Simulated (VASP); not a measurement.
# Al (R-3m) in VASP: further runs, part 2 of 2

VASP 6.6.1. The steps go on from the part before.

### Step 4. Relaxation of cell and atoms, PBEsol

This run uses another cell than the first one, of 19.14 Å³/atom.

Contents of INCAR:

```
SYSTEM = Al
PREC = Accurate ; ENCUT = 500
EDIFF = 1E-7 ; ISMEAR = 0
SIGMA = 0.1 ; LREAL = .False.
LASPH = .True. ; NELM = 120
ALGO = Normal ; ISIF = 3
LWAVE = .False. ; LCHARG = .False.
GGA = PS ; IBRION = 2
NSW = 90 ; EDIFFG = -0.04
GGA_COMPAT = .False. ; NELMIN = 4
```

Contents of KPOINTS:

```
Automatic mesh
0
Gamma
  6 6 6
  0 0 0
```

Contents of POSCAR:

```
Al
1.0
    1.5080245649      0.8706583885      7.2881880975
   -1.5080245649      0.8706583885      7.2881880975
    0.0000000000     -1.7413167770      7.2881880975
Al
3
Direct
    0.0000000000      0.0000000000      0.0000000000
    0.2222200000      0.2222200000      0.2222200000
    0.7777800000      0.7777800000      0.7777800000
```

Command:

```sh
> cat potpaw_PBE.64/Al/POTCAR > POTCAR
> mpirun -np 1 vasp_std > vasp.out
```

It took 5.4 min on 1 thread of Intel Xeon 8259CL, shared host; peak memory 0.42 GiB.

The run converged. Its results:

```
Free energy                           : -12.3031 eV
Relaxed volume                        : 16.46 Å³/atom
Relaxed cell                          : a = 7.098 Å, b = 7.098 Å, c = 7.098 Å, α = 23.36°, β = 23.36°, γ = 23.36°
Space group after relaxing (to 0.1 Å) : R-3m (No. 166)
Energy gained by relaxing             : 87.0 meV/atom
Ionic steps                           : 5
Pressure after relaxing               : -0.2 GPa
Largest force after relaxing          : 0.033 eV/Å
Band gap on the k mesh                : zero (an odd number of electrons rules out a gap without spin polarisation)
```

Forces in eV/Å, atoms in the order of the input:
```
Al   0.000  0.000  0.000
Al   0.000  0.000  0.033
Al   0.000  0.000 -0.033
```

Stress tensor (GPa, compression positive):
```
-0.19  0.00  0.00
 0.00 -0.19  0.00
 0.00  0.00 -0.34
```

Step by step:
```
step  energy change (eV)  largest force (eV/Å)  pressure (GPa)  volume (Å³)
   1              0.0000                0.0364           -8.78        57.42
   2             -0.2607                0.0525            0.19        49.13
   3             -0.2607                0.0521           -0.01        49.25
   4             -0.2606                0.0519           -0.27        49.41
   5             -0.2610                0.0328           -0.24        49.38
```

Final structure:
```
Al
1.0
     1.43716    0.82974    6.90163
    -1.43716    0.82974    6.90163
     0.00000   -1.65948    6.90163
Al
3
Cartesian
  0.0000 0.0000 20.7049
  0.0000 0.0000 4.6051
  0.0000 0.0000 16.0998
```

Levels at points of the mesh, in eV from the Fermi level:
```csv
k point,band 2,band 3,band 4,band 5,band 6,band 7
"(0.00, 0.00, 0.00)",-8.04,-8.02,0.84,0.86,10.68,10.68
"(0.50, 0.00, 0.00)",-5.10,-3.58,-2.76,-1.44,-0.98,4.49
"(0.50, 0.50, 0.00)",-4.92,-4.16,-3.67,-0.33,0.42,2.62
"(0.50, 0.50, 0.50)",-10.32,-4.44,-4.09,7.12,7.14,10.41
```

Caveat: the k points lie up to 0.42 Å⁻¹ apart in the final cell, too coarse for converged energies and pressures of a metal; the PAW data sets were made with another functional, which shifts forces and pressure a little.

### Step 5. Single point, PBEsol

This run uses another cell than the first one, of 19.14 Å³/atom.

Contents of INCAR:

```
SYSTEM = Al
PREC = Accurate ; ENCUT = 500
EDIFF = 1E-6 ; ISMEAR = 0
SIGMA = 0.1 ; LREAL = .False.
LASPH = .True. ; NELM = 120
ALGO = Normal ; ISIF = 2
LWAVE = .False. ; LCHARG = .False.
GGA = PS ; NBANDS = 12
GGA_COMPAT = .False.
```

Contents of KPOINTS:

```
regular mesh
0
Gamma
  9 9 9
  0 0 0
```

POSCAR is that of step 4.

Potentials or basis: VASP PAW PBE potentials, release 64 (Al).

Command:

```sh
> cat potpaw_PBE.64/Al/POTCAR > POTCAR
> mpirun -np 1 vasp_std > vasp.out
```

OUTCAR:

```text
SYSTEM = Al
   PREC = Accurate
   ENCUT = 500
   EDIFF = 1E-6
   ISMEAR = 0
   LREAL = .False.
   LASPH = .True.
   NELM = 120
   ISIF = 2
   GGA = PS

 ion  position               nearest neighbor table
   1  0.000  0.000  0.000-   3 2.99   3 2.99   2 2.99   2 2.99   3 2.99   2 2.99
   2  0.222  0.222  0.222-   3 2.99   3 2.99   3 2.99   1 2.99   1 2.99   1 2.99
   3  0.778  0.778  0.778-   2 2.99   2 2.99   2 2.99   1 2.99   1 2.99   1 2.99

  LATTYP: Found a trigonal (rhomboedric) cell.
 ALAT       =     7.4933216842
 COS(alpha) =     0.9189975651

  Lattice vectors:

 A1 = (   1.5080245649,   0.8706583885,   7.2881880975)
 A2 = (  -1.5080245649,   0.8706583885,   7.2881880975)
 A3 = (   0.0000000000,  -1.7413167770,   7.2881880975)

Analysis of symmetry for initial positions (statically):
=====================================================================
 Subroutine PRICEL returns:
 Original cell was already a primitive cell.

 Routine SETGRP: Setting up the symmetry group for a
 trigonal (rhombohedral) supercell.

 Subroutine GETGRP returns: Found 12 space group operations
[... 180 lines left out ...]
      5       7.1244      0.00000
      6      16.0245      0.00000
      7      16.0245      0.00000
      8      16.2946      0.00000
      9      16.2946      0.00000
     10      17.1377      0.00000
     11      17.1377      0.00000
     12      17.4090      0.00000
[... 331 lines left out ...]
 k-point    24 :       0.4444    0.4444    0.0000
  band No.  band energies     occupation
      1       0.8004      2.00000
      2       1.8932      2.00000
      3       3.2656      2.00000
      4       3.9705      2.00000
      5       5.1047      2.00000
      6       7.9029      0.00000
      7       8.2735      0.00000
      8       9.9080      0.00000
      9      11.3501      0.00000
     10      12.8538      0.00000
     11      13.5992      0.00000
     12      13.9590      0.00000

 [... further k-points ...]

------------------------ aborting loop because EDIFF is reached ----------------------------------------

  FORCE on cell =-STRESS in cart. coord.  units (eV):
  Direction    XX          YY          ZZ          XY          YZ          ZX
  --------------------------------------------------------------------------------------
  -------------------------------------------------------------------------------------
  Total       -3.2295371     -3.2295371     -3.2634401      0.0000000      0.0000000      0.0000000
  in kB      -90.1205511    -90.1205511    -91.0666160      0.0000000      0.0000000      0.0000000
  external PRESSURE =     -90.4359061 kB  Pullay stress =       0.0000000 kB

 VOLUME and BASIS-vectors are now :
 -----------------------------------------------------------------------------
  energy-cutoff  :      500.00
  volume of cell :       57.42
      direct lattice vectors                 reciprocal lattice vectors
     1.508024565  0.870658388  7.288188097     0.331559586  0.191426016  0.045736105
    -1.508024565  0.870658388  7.288188097    -0.331559586  0.191426016  0.045736105
     0.000000000 -1.741316777  7.288188097     0.000000000 -0.382852032  0.045736105

 POSITION                                       TOTAL-FORCE (eV/Angst)
 -----------------------------------------------------------------------------------
      0.00000      0.00000      0.00000         0.000000      0.000000     -0.000000
      0.00000      0.00000      4.85874        -0.000000      0.000000      0.049587
      0.00000      0.00000     17.00582        -0.000000     -0.000000     -0.049587
 -----------------------------------------------------------------------------------
    total drift:                               -0.000000     -0.000000     -0.000000

  FREE ENERGIE OF THE ION-ELECTRON SYSTEM (eV)
  ---------------------------------------------------
  free  energy   TOTEN  =       -11.9142186271 eV

  energy  without entropy=      -11.9060782292  energy(sigma->0) =      -11.91014843
```

stdout:

```text
POSCAR found type information on POSCAR Al
 POSCAR found :  1 types and       3 ions
 scaLAPACK will be used
 -----------------------------------------------------------------------------
|                                                                             |
|                                                                             |
|     You enforced a specific xc type in the INCAR file but a different       |
|     I HOPE YOU KNOW WHAT YOU ARE DOING!                                     |
|                                                                             |
 -----------------------------------------------------------------------------

 LDA part: xc-table for (Slater+PW92), standard interpolation
 POSCAR, INCAR and KPOINTS ok, starting setup
 FFT: planning ... GRIDC
 FFT: planning ... GRID_SOFT
 FFT: planning ... GRID
 WAVECAR not read
 entering main loop
```

Wall time 5.1 min (1 thread of Intel Xeon 8259CL, shared host); peak memory 0.38 GiB.

What came out:

```yaml
Free_energy: -11.9142 eV
Pressure: -9.0 GPa
Largest_force: 0.050 eV/Å
Band_gap_on_the_k_mesh: zero (an odd number of electrons rules out a gap without spin polarisation)
```

Forces in eV/Å, atoms in the order of the input:
```
Al   0.000  0.000  0.000
Al   0.000  0.000  0.050
Al   0.000  0.000 -0.050
```

Levels at points of the mesh, in eV from the Fermi level:
| k point | band 2 | band 3 | band 4 | band 5 | band 6 | band 7 |
| --- | --- | --- | --- | --- | --- | --- |
| (0.00, 0.00, 0.00) | -7.39 | -7.39 | 0.63 | 0.63 | 9.53 | 9.53 |

Caveat: the cell stands under tension; the PAW data sets were made with another functional, which shifts forces and pressure a little.

### Step 6. Relaxation of cell and atoms, PBEsol

Contents of INCAR:

```
  PREC = Accurate
  ENCUT = 500
  EDIFF = 1E-7
  ISMEAR = 0
  SIGMA = 0.1
  LREAL = F
  LASPH = T
  NELM = 120
  ALGO = Normal
  ISIF = 3
  LWAVE = F
  LCHARG = F
  GGA = PS
  IBRION = 2
  NSW = 90
  EDIFFG = -0.04
  GGA_COMPAT = F
  NELMIN = 4
```

Contents of KPOINTS:

```
Automatic mesh
0
Gamma
  9 9 9
```

Contents of POSCAR:

```
Al
1.0
    1.4362865484      0.8292404254      6.8875680389
   -1.4362865484      0.8292404254      6.8875680389
    0.0000000000     -1.6584808507      6.8875680389
Al
3
Direct
    0.0000000000      0.0000000000      0.0000000000
    0.2226352293      0.2226352293      0.2226352293
    0.7773647707      0.7773647707      0.7773647707
```

Potentials or basis: VASP PAW PBE potentials, release 64 (Al).

Command:

```sh
> cat potpaw_PBE.64/Al/POTCAR > POTCAR
> mpirun -np 1 vasp_std > vasp.out
```

Run time: 6.8 min. Hardware: 1 thread of Intel Xeon 8259CL, shared host; peak memory 0.38 GiB.

Results (log left out):

| Item | Value |
| --- | --- |
| Free energy | -12.1958 eV |
| Relaxed volume | 16.27 Å³/atom |
| Relaxed cell | a = 7.087 Å, b = 7.087 Å, c = 7.087 Å, α = 23.28°, β = 23.28°, γ = 23.28° |
| Space group after relaxing (to 0.1 Å) | R-3m (No. 166) |
| Energy gained by relaxing | 0.5 meV/atom |
| Ionic steps | 2 |
| Pressure after relaxing | 0.1 GPa |
| Largest force after relaxing | 0.021 eV/Å |
| Band gap on the k mesh | zero (an odd number of electrons rules out a gap without spin polarisation) |

Forces in eV/Å, atoms in the order of the input:
```
Al   0.000  0.000  0.000
Al   0.000  0.000 -0.021
Al   0.000  0.000  0.021
```

Stress tensor (GPa, compression positive):
```
0.00 0.00 0.00
0.00 0.00 0.00
0.00 0.00 0.34
```

The path:
```tsv
step	energy change (eV)	largest force (eV/Å)	pressure (GPa)	volume (Å³)
1	0.0000	0.0294	-0.58	49.22
2	-0.0015	0.0207	0.11	48.80
```

Final structure:
```
Al
1.0
     1.42965    0.82541    6.89219
    -1.42965    0.82541    6.89219
     0.00000   -1.65082    6.89219
Al
3
Direct
  0.00000 0.00000 0.00000
  0.22257 0.22257 0.22257
  0.77743 0.77743 0.77743
```

Levels at points of the mesh, in eV from the Fermi level:
```tsv
k point	band 1	band 2	band 3	band 4	band 5	band 6	band 7	band 8
(0.00, 0.00, 0.00)	-11.24	-8.17	-8.14	0.72	0.75	10.78	10.78	10.91
```

Caveat: the PAW data sets were made with another functional, which shifts forces and pressure a little.

### Step 7. Summary

```tsv
task	cell	k mesh	gap on the mesh (eV)	pressure (GPa)	relaxed volume (Å³/atom)	largest force (eV/Å)
single point	a = 7.084 Å, angles 23.4°, 3 atoms	6 × 6 × 6	none	0.0	-	-
single point	a = 7.099 Å, angles 23.2°, 3 atoms	9 × 9 × 9	none	0.3	-	-
relaxation of cell and atoms	relaxed from a = 7.493 Å, angles 23.2°, 3 atoms	6 × 6 × 6	none	-0.2	16.46	0.03
single point	a = 7.493 Å, angles 23.2°, 3 atoms	9 × 9 × 9	none	-9.0	-	0.05
relaxation of cell and atoms	relaxed from a = 7.084 Å, angles 23.4°, 3 atoms	9 × 9 × 9	none	0.1	16.27	0.02
```

Alike in all rows: level PBEsol; potentials or basis VASP PAW PBE potentials, release 64 (Al); no spin polarisation; cutoff (eV) 500; smearing gaussian 0.1 eV.

Caveats: some runs use coarse meshes; the PAW data sets were made with another functional, which shifts forces and pressure a little; the cell stands under tension (at least some runs).

Absolute energies hang on the potentials; compare differences alone.
